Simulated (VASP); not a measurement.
# Ti2Te2Se (P4/mmm) in VASP: a series of runs

Runs on Ti2Te2Se. Level: PBE. Tasks: single point, relaxation of cell and atoms.

All numbers are computed with VASP 6.6.1; they aren't measurements. Logs are shortened: lines on timing, memory, paths and dates and some standing lists are left out, and cuts for length are marked.

### Step 1. The cell of the first run

The structure is tetragonal, space group P4/mmm (No. 123). The conventional cell has a = 3.810 Å, b = 3.810 Å, c = 8.707 Å, α = 90.00°, β = 90.00°, γ = 90.00°. Within 3.6 Å of Ti (site symmetry mmm) lie 4 Ti at 2.69 Å and 4 Te at 2.82 Å. Within 3.7 Å of Te (site symmetry 4mm) lie 4 Ti at 2.82 Å and 4 Se at 3.52 Å. Within 4.6 Å of Se (site symmetry 4/mmm) lie 8 Te at 3.52 Å and 4 Se at 3.81 Å.

### Step 2. Single point, PBE

File INCAR:

```
PREC     = Accurate       # precision mode
ENCUT    = 520            # plane-wave cutoff, eV
EDIFF    = 1E-7           # SCF threshold, eV
ISMEAR   = 0              # smearing method
SIGMA    = 0.1            # smearing width, eV
LREAL    = False          # projectors in reciprocal space
LASPH    = True           # aspherical terms in the spheres
NELM     = 80             # most SCF steps
ALGO     = Normal         # electronic algorithm
ISIF     = 2              # what is computed and relaxed
LWAVE    = False          # write WAVECAR
LCHARG   = True           # write CHGCAR
GGA      = PE             # functional
LELF     = True           # ELF
LVHAR    = True         
NBANDS   = 29             # bands
```

File KPOINTS:

```
Automatic mesh
0
Gamma
  10 10 6
```

File POSCAR:

```
Ti2Te2Se
1.0
    3.8097774252      0.0000000000      0.0000000000
    0.0000000000      3.8097774252      0.0000000000
    0.0000000000      0.0000000000      8.7068453923
Ti Te Se
2 2 1
Direct
    0.5000000000      0.0000000000      0.5000000000
    0.0000000000      0.5000000000      0.5000000000
    0.5000000000      0.5000000000      0.7391010864
    0.5000000000      0.5000000000      0.2608989136
    0.0000000000      0.0000000000      0.0000000000
```

Potentials or basis: VASP PAW PBE potentials, release 64 (Ti_sv, Te, Se).

The run is started by

```
$ cat potpaw_PBE.64/Ti_sv/POTCAR potpaw_PBE.64/Te/POTCAR potpaw_PBE.64/Se/POTCAR > POTCAR
$ mpirun -np 1 vasp_std > vasp.out
```

OUTCAR:

```text
PREC = Accurate
   ENCUT = 520
   EDIFF = 1E-7
   ISMEAR = 0
   LREAL = False
   LASPH = True
   NELM = 80
   ISIF = 2
   GGA = PE

 ion  position               nearest neighbor table
   1  0.500  0.000  0.500-   2 2.69   2 2.69   2 2.69   2 2.69   3 2.82   4 2.82   4 2.82   3 2.82

   2  0.000  0.500  0.500-   1 2.69   1 2.69   1 2.69   1 2.69   4 2.82   3 2.82   4 2.82   3 2.82

   3  0.500  0.500  0.739-   1 2.82   2 2.82   1 2.82   2 2.82
   4  0.500  0.500  0.261-   1 2.82   2 2.82   1 2.82   2 2.82
   5  0.000  0.000  0.000-

  LATTYP: Found a simple tetragonal cell.
 ALAT       =     3.8097774252
 C/A-ratio  =     2.2853947673

  Lattice vectors:

 A1 = (   3.8097774252,   0.0000000000,   0.0000000000)
 A2 = (   0.0000000000,   3.8097774252,   0.0000000000)
 A3 = (   0.0000000000,   0.0000000000,   8.7068453923)

Analysis of symmetry for initial positions (statically):
=====================================================================
 Subroutine PRICEL returns:
 Original cell was already a primitive cell.

 Routine SETGRP: Setting up the symmetry group for a
 simple tetragonal supercell.

 Subroutine GETGRP returns: Found 16 space group operations
 (whereof 16 operations were pure point group operations)
 out of a pool of 16 trial point group operations.

The static configuration has the point symmetry D_4h.

Analysis of symmetry for dynamics (positions and initial velocities):
=====================================================================
 Subroutine PRICEL returns:
 Original cell was already a primitive cell.

 Routine SETGRP: Setting up the symmetry group for a
 simple tetragonal supercell.

 Subroutine GETGRP returns: Found 16 space group operations
 (whereof 16 operations were pure point group operations)
 out of a pool of 16 trial point group operations.

The dynamic configuration has the point symmetry D_4h.

 Subroutine INISYM returns: Found 16 space group operations
 (whereof 16 operations are pure point group operations),
 and found     1 'primitive' translations

----------------------------------------------------------------------------------------

                                     Primitive cell

  volume of cell :     126.3747

  direct lattice vectors                    reciprocal lattice vectors
     3.809777425  0.000000000  0.000000000     0.262482525  0.000000000  0.000000000
     0.000000000  3.809777425  0.000000000     0.000000000  0.262482525  0.000000000
     0.000000000  0.000000000  8.706845392     0.000000000  0.000000000  0.114852160

  length of vectors
     3.809777425  3.809777425  8.706845392     0.262482525  0.262482525  0.114852160

  position of ions in fractional coordinates (direct lattice)
     0.500000000  0.000000000  0.500000000
     0.000000000  0.500000000  0.500000000
     0.500000000  0.500000000  0.739101086
     0.500000000  0.500000000  0.260898914
     0.000000000  0.000000000  0.000000000

  ion indices of the primitive-cell ions
   primitive index   ion index
                 1           1
                 2           2
                 3           3
                 4           4
                 5           5

----------------------------------------------------------------------------------------

 KPOINTS: Automatic mesh

Automatic generation of k-mesh.
 Grid dimensions read from file:
 generate k-points for:   10   10    6

 Generating k-lattice:

  Cartesian coordinates                     Fractional coordinates (reciprocal lattice)
     0.026248253  0.000000000  0.000000000     0.100000000  0.000000000  0.000000000
     0.000000000  0.026248253  0.000000000     0.000000000  0.100000000  0.000000000
     0.000000000  0.000000000  0.019142027     0.000000000  0.000000000  0.166666667

  Length of vectors
     0.026248253  0.026248253  0.019142027

  Shift w.r.t. Gamma in fractional coordinates (k-lattice)
     0.000000000  0.000000000  0.000000000

 Subroutine IBZKPT returns following result:
 ===========================================

 Found     84 irreducible k-points:

 Following reciprocal coordinates:
            Coordinates               Weight
  0.000000  0.000000  0.000000      1.000000
  0.100000  0.000000  0.000000      4.000000
  0.200000  0.000000  0.000000      4.000000
  0.300000  0.000000  0.000000      4.000000
  0.400000  0.000000  0.000000      4.000000
  0.500000  0.000000  0.000000      2.000000
[... 16 lines left out ...]
  0.100000  0.000000  0.166667      8.000000
  0.200000  0.000000  0.166667      8.000000
 [... further k-points ...]
   k-points           NKPTS =     84   k-points in BZ     NKDIM =     84   number of bands    NBANDS=     29
   number of dos      NEDOS =    301   number of ions     NIONS =      5
   total plane-waves  NPLWV =  54880
   dimension x,y,z NGX =    28 NGY =   28 NGZ =   70
   dimension x,y,z NGXF=    56 NGYF=   56 NGZF=  140
   ions per type =               2   2   1
   NGX,Y,Z   is equivalent  to a cutoff of  12.22, 12.22, 13.37 a.u.
   NGXF,Y,Z  is equivalent  to a cutoff of  24.44, 24.44, 26.73 a.u.
 SYSTEM =  unknown system
   PREC   = accura    normal or accurate (medium, high low for compatibility)
   ISTART =      0    job   : 0-new  1-cont  2-samecut
   ICHARG =      2    charge: 1-file 2-atom 10-const
   ISPIN  =      1    spin polarized calculation?
   LNONCOLLINEAR =      F non collinear calculations
   LSORBIT =      F    spin-orbit coupling
   LASPH  =      T    aspherical Exc in radial PAW
   ENCUT  =  520.0 eV  38.22 Ry    6.18 a.u.   7.08  7.08 16.19*2*pi/ulx,y,z
   NELM   =     80;   NELMIN=  2; NELMDL= -5     # of ELM steps
   EDIFF  = 0.1E-06   stopping-criterion for ELM
   LREAL  =      F    real-space projection
   EDIFFG = 0.1E-05   stopping-criterion for IOM
   NSW    =      0    number of steps for IOM
   IBRION =     -1    ionic relax: 0-MD 1-quasi-New 2-CG
   NFREE  =      0    steps in history (QN), initial steepest desc. (CG)
   ISIF   =      2    stress and relaxation
   ISYM   =      2    0-nonsym 1-usesym 2-fastsym
   POTIM  = 0.5000    time-step for ionic-motion
   TEBEG  =    0.0;   TEEND  =   0.0 temperature during run
   PSTRESS=    0.0 pullay stress
   NELECT =      42.0000    total number of electrons
   NUPDOWN=      -1.0000    fix difference up-down
   EMIN   =  10.00;   EMAX   =-10.00  energy-range for DOS
   EFERMI =   0.00;   METHOD = LEGACY
   ISMEAR =     0;   SIGMA  =   0.10  broadening in eV -4-tet -1-fermi 0-gaus
   EFERMI_NEDOS =   21; number of points for ismear=-14 and -15
   IALGO  =     38    algorithm
   IMIX   =      4    mixing-type and parameters
     AMIX     =   0.40;   BMIX     =  1.00
     AMIX_MAG =   1.60;   BMIX_MAG =  1.00
  volume/ion in A,a.u.               =      25.27       170.56
  Fermi-wavevector in a.u.,A,eV,Ry     =   1.133978  2.142907 17.495811  1.285906
  Thomas-Fermi vector in A             =   2.270681
   LORBIT       =      0    0 simple, 1 ext, 2 COOP (PROOUT), +10 PAW based schemes
   GGA     = PE    functional components
   LHFCALC =     F    Hartree Fock is set to
   AEXX    =    0.0000 exact exchange contribution
   IVDW    =     0    specifies the selected vdW correction
   LEPSILON=     F    determine dielectric tensor
   LRPA    =     F    only Hartree local field effects (RPA)
 non-spin polarized calculation
 Gauss-broadening in eV      SIGMA  =   0.10
  energy-cutoff  :      520.00
  volume of cell :      126.37
 maximum number of plane-waves:      3428
   NGX = 15   NGY = 15   NGZ = 33

 number of electron      42.0000007 magnetization

 Free energy of the ion-electron system (eV)
  ---------------------------------------------------
  ext. energy  EPLUGINS =         0.00000000
  ---------------------------------------------------
  free energy    TOTEN  =       -25.60199313 eV

  energy without entropy =      -25.57274362  energy(sigma->0) =      -25.58736837

 E-fermi :   5.5660     XC(G=0):  -9.8574

 val. band max:        5.5610767508   @ k =   0.5000   0.1000   0.5000
 cond. band min:       5.5671924081   @ k =   0.4000   0.1000   0.1667
 fundamental gap:      0.0061156573
 Fermi energy:         5.5659747095

 k-point     1 :       0.0000    0.0000    0.0000
  band No.  band energies     occupation
      1     -51.0423      2.00000
      2     -50.8490      2.00000
      3     -27.5173      2.00000
      4     -27.5173      2.00000
      5     -27.3781      2.00000
      6     -27.1985      2.00000
[... 21 lines left out ...]
     28       8.6625      0.00000
     29       9.2355      0.00000

 k-point     2 :       0.1000    0.0000    0.0000
  band No.  band energies     occupation
      1     -51.0375      2.00000
      2     -50.8536      2.00000
      3     -27.5052      2.00000
      4     -27.5030      2.00000
      5     -27.3734      2.00000
      6     -27.2026      2.00000
[... 21 lines left out ...]
     28       8.6837      0.00000
     29       9.1373      0.00000

 k-point     3 :       0.2000    0.0000    0.0000
  band No.  band energies     occupation
      1     -51.0236      2.00000
      2     -50.8672      2.00000
      3     -27.4697      2.00000
      4     -27.4613      2.00000
      5     -27.3598      2.00000
      6     -27.2145      2.00000
[... 21 lines left out ...]
     28       8.7535      0.00000
     29       8.8464      0.00000

 k-point     4 :       0.3000    0.0000    0.0000
  band No.  band energies     occupation
      1     -51.0021      2.00000
      2     -50.8884      2.00000
      3     -27.4125      2.00000
      4     -27.3964      2.00000
      5     -27.3390      2.00000
      6     -27.2334      2.00000
[... 597 lines left out ...]
     28       8.7679      0.00000
     29       9.2356      0.00000

 k-point    23 :       0.1000    0.0000    0.1667
  band No.  band energies     occupation
      1     -51.0375      2.00000
      2     -50.8536      2.00000
      3     -27.5052      2.00000
      4     -27.5030      2.00000
      5     -27.3734      2.00000
      6     -27.2025      2.00000
[... 21 lines left out ...]
     28       8.7815      0.00000
     29       9.1375      0.00000

 k-point    24 :       0.2000    0.0000    0.1667
  band No.  band energies     occupation
      1     -51.0236      2.00000
      2     -50.8672      2.00000
      3     -27.4697      2.00000
      4     -27.4613      2.00000
      5     -27.3598      2.00000
      6     -27.2145      2.00000
[... 21 lines left out ...]
     28       8.8218      0.00000
     29       8.8576      0.00000

 [... further k-points ...]
[... 5 lines left out ...]
  --------------------------------------------------------------------------------------
  -------------------------------------------------------------------------------------
  Total       -0.0395450     -0.0395450     -0.0037977      0.0000000     -0.0000000     -0.0000000
  in kB       -0.5013512     -0.5013512     -0.0481473      0.0000000     -0.0000000     -0.0000000
  external PRESSURE =      -0.3502832 kB  Pullay stress =       0.0000000 kB

 VOLUME and BASIS-vectors are now :
 -----------------------------------------------------------------------------
  energy-cutoff  :      520.00
  volume of cell :      126.37
      direct lattice vectors                 reciprocal lattice vectors
     3.809777425  0.000000000  0.000000000     0.262482525  0.000000000  0.000000000
     0.000000000  3.809777425  0.000000000     0.000000000  0.262482525  0.000000000
     0.000000000  0.000000000  8.706845392     0.000000000  0.000000000  0.114852160

 POSITION                                       TOTAL-FORCE (eV/Angst)
 -----------------------------------------------------------------------------------
      1.90489      0.00000      4.35342        -0.000000     -0.000000      0.000000
      0.00000      1.90489      4.35342        -0.000000     -0.000000      0.000000
      1.90489      1.90489      6.43524         0.000000     -0.000000      0.009989
      1.90489      1.90489      2.27161        -0.000000      0.000000     -0.009989
      0.00000      0.00000      0.00000        -0.000000     -0.000000      0.000000
 -----------------------------------------------------------------------------------
    total drift:                                0.000000     -0.000000      0.000000

  FREE ENERGIE OF THE ION-ELECTRON SYSTEM (eV)
  ---------------------------------------------------
  free  energy   TOTEN  =       -25.6019931283 eV

  energy  without entropy=      -25.5727436200  energy(sigma->0) =      -25.58736837
```

Wall time 7.5 min (1 thread of AMD EPYC 7R43 (Zen 3), shared host); peak memory 0.38 GiB.

What came out:

```
Free energy            : -25.6020 eV
Pressure               : 0.0 GPa
Largest force          : 0.010 eV/Å
Band gap on the k mesh : zero (band 21 reaches 6.23 eV, above the bottom of band 22 at 5.08 eV)
```

Forces in eV/Å, atoms in the order of the input:
```
Ti   0.000  0.000  0.000
Ti   0.000  0.000  0.000
Te   0.000  0.000  0.010
Te   0.000  0.000 -0.010
Se   0.000  0.000  0.000
```

Caveat: spin-orbit coupling is left out, which moves the levels of the heavy elements.

### Step 3. Relaxation of cell and atoms, PBE

This run uses another cell than the first one, of 24.82 Å³/atom, 0.982 times its volume.

File INCAR:

```
PREC = Accurate
ENCUT = 600
EDIFF = 1E-6
ISMEAR = 0
SIGMA = 0.1
LREAL = False
LASPH = True
NELM = 100
ALGO = Normal
ISIF = 3
LWAVE = False
LCHARG = False
GGA = PE
IBRION = 2
NSW = 100
EDIFFG = -0.01
```

KPOINTS is that of step 2.

File POSCAR:

```
Ti2Te2Se
1.0
    4.3099101651      0.0000000000      0.0000000000
    0.0000000000      4.3099101651      0.0000000000
    0.0000000000      0.0000000000      6.6796202439
Ti Te Se
2 2 1
Direct
    0.5000000000      0.0000000000      0.5000000000
    0.0000000000      0.5000000000      0.5000000000
    0.5000000000      0.5000000000      0.7667212198
    0.5000000000      0.5000000000      0.2332787802
    0.0000000000      0.0000000000      0.0000000000
```

Potentials or basis: VASP PAW PBE potentials, release 64 (Ti_sv, Te, Se).

The run is started by

```
$ cat potpaw_PBE.64/Ti_sv/POTCAR potpaw_PBE.64/Te/POTCAR potpaw_PBE.64/Se/POTCAR > POTCAR
$ mpirun -np 1 vasp_std > vasp.out
```

It took 77 min on 1 thread of Intel Xeon 6975P-C (Granite Rapids), shared host; peak memory 0.54 GiB.

The run converged. Its results:

```
Free energy                            : -25.5943 eV
Relaxed volume                         : 25.12 Å³/atom
Relaxed cell                           : a = 3.811 Å, b = 3.811 Å, c = 8.646 Å, α = 90.00°, β = 90.00°, γ = 90.00°
Space group after relaxing (to 0.05 Å) : P4/mmm (No. 123)
Energy gained by relaxing              : 78.2 meV/atom
Ionic steps                            : 34
Pressure after relaxing                : 0.0 GPa
Largest force after relaxing           : 0.006 eV/Å
Band gap on the k mesh                 : zero (band 21 reaches 6.31 eV, above the bottom of band 22 at 5.16 eV)
```

Forces in eV/Å, atoms in the order of the input:
```
Ti   0.000  0.000  0.000
Ti   0.000  0.000  0.000
Te   0.000  0.000  0.006
Te   0.000  0.000 -0.006
Se   0.000  0.000  0.000
```

The path:
| step | energy change (eV) | largest force (eV/Å) | pressure (GPa) | volume (Å³) |
| --- | --- | --- | --- | --- |
| 1 | 0.0000 | 0.0701 | -0.03 | 124.08 |
| 2 | -0.0038 | 0.0395 | -0.07 | 123.99 |
| 3 | -0.0117 | 0.0576 | -0.17 | 123.72 |
| 4 | -0.0158 | 0.2855 | -0.33 | 123.07 |
| 5 | -0.0184 | 0.2465 | -0.14 | 122.72 |
| 6 | -0.0231 | 0.1545 | 0.48 | 121.64 |
| 7 | -0.0234 | 0.1327 | 0.71 | 121.23 |
| 8 | -0.0280 | 0.1530 | 0.59 | 121.56 |
| 9 | -0.0464 | 0.3051 | 0.19 | 122.49 |
| 10 | -0.1296 | 0.6035 | -0.94 | 124.14 |
| 11 | -0.2741 | 0.8147 | -2.89 | 126.60 |
| 12 | -0.2749 | 0.8224 | -2.89 | 126.64 |
| 13 | -0.2770 | 0.8438 | -2.95 | 126.76 |
| 14 | -0.2782 | 0.8839 | -3.08 | 127.00 |
| 15 | -0.2783 | 0.8701 | -3.04 | 126.92 |
| 16 | -0.2808 | 0.8622 | -3.00 | 126.84 |
| 17 | -0.2880 | 0.8390 | -2.88 | 126.59 |
| 18 | -0.3016 | 0.7917 | -2.63 | 126.11 |
| 19 | -0.3255 | 0.6943 | -2.11 | 125.13 |
| 20 | -0.3589 | 0.4864 | -1.02 | 123.20 |
| 21 | -0.3627 | 0.0135 | 1.48 | 119.38 |
| 22 | -0.3720 | 0.2302 | 0.43 | 121.05 |
| 23 | -0.3720 | 0.2447 | 0.33 | 121.16 |
| 24 | -0.3734 | 0.2310 | 0.33 | 121.28 |
| 25 | -0.3771 | 0.1899 | 0.32 | 121.63 |
| 26 | -0.3821 | 0.1071 | 0.32 | 122.34 |
| 27 | -0.3831 | 0.0605 | 0.35 | 123.75 |
| 28 | -0.3841 | 0.0077 | 0.33 | 123.18 |
| 29 | -0.3860 | 0.0545 | 0.05 | 123.99 |
| 30 | -0.3863 | 0.1031 | -0.27 | 124.83 |
| 31 | -0.3882 | 0.0789 | -0.27 | 125.00 |
| 32 | -0.3899 | 0.0483 | -0.18 | 125.21 |
| 33 | -0.3910 | 0.0135 | 0.02 | 125.64 |
| 34 | -0.3910 | 0.0057 | 0.00 | 125.59 |

Final structure:
```
Ti Te Se
1.0
     3.81130    0.00000    0.00000
     0.00000    3.81130    0.00000
     0.00000    0.00000    8.64590
Ti Te Se
2 2 1
Direct
  0.50000 0.00000 0.50000
  0.00000 0.50000 0.50000
  0.50000 0.50000 0.74073
  0.50000 0.50000 0.25927
  0.00000 0.00000 0.00000
```

Levels at points of the mesh, in eV from the Fermi level:
| k point | band 17 | band 18 | band 19 | band 20 | band 21 | band 22 | band 23 | band 24 | band 25 |
| --- | --- | --- | --- | --- | --- | --- | --- | --- | --- |
| (0.00, 0.00, 0.00) | -1.02 | -1.02 | -1.01 | -0.26 | 0.67 | 0.89 | 0.89 | 1.45 | 2.34 |
| (0.50, 0.00, 0.00) | -0.97 | -0.54 | -0.37 | -0.24 | 0.30 | 0.80 | 1.01 | 1.38 | 1.95 |
| (0.50, 0.50, 0.00) | -2.34 | -1.61 | -1.61 | -1.44 | -0.31 | -0.27 | -0.27 | 0.92 | 1.99 |
| (0.00, 0.00, 0.50) | -1.01 | -0.85 | -0.30 | -0.30 | 0.01 | 0.01 | 0.56 | 1.47 | 2.41 |
| (0.50, 0.00, 0.50) | -0.83 | -0.51 | -0.07 | -0.05 | 0.30 | 0.79 | 0.79 | 1.40 | 2.03 |
| (0.50, 0.50, 0.50) | -2.04 | -1.06 | -0.98 | -0.73 | -0.73 | -0.48 | -0.48 | 1.33 | 1.98 |

Caveat: spin-orbit coupling is left out, which moves the levels of the heavy elements.
